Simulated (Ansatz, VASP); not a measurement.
## Two plane-wave programs on Ba

```xyz
2
Lattice="6.7813 0.0000 0.0000 -3.3907 5.8728 0.0000 0.0000 0.0000 3.7812" Properties=species:S:1:pos:R:3 pbc="T T T"
Ba    0.0000    3.9152    1.8906
Ba    3.3907    1.9576    1.8906
```

Alike in both runs: functional PBEsol; k mesh 4 × 4 × 7; no spin polarisation.

Ansatz relaxed the structure, and its values are those at the end. VASP's run is a single point on that final structure, the one shown.

|  | VASP | Ansatz |
| --- | --- | --- |
| version | VASP 6.6.1 | Ansatz 0.2.0 |
| potentials or method | VASP PAW PBE potentials, release 64 (Ba_sv), cutoff 520 eV | plane waves, PAW |
| occupations | methfessel-paxton of order 1, width 0.1 eV | cold, width 0.1 eV |
| valence electrons in the cell | 20 | 20 |

VASP gave:

| Quantity | Value |
| --- | --- |
| pressure (GPa) | 0.1 |

Task: Estimate Ansatz's values.

Result: Pressure (GPa): 0.0.

VASP's potentials were made for PBE, not for PBEsol. Ansatz's warnings: structure snapped to symmetry.

Neither program's run includes spin-orbit coupling.
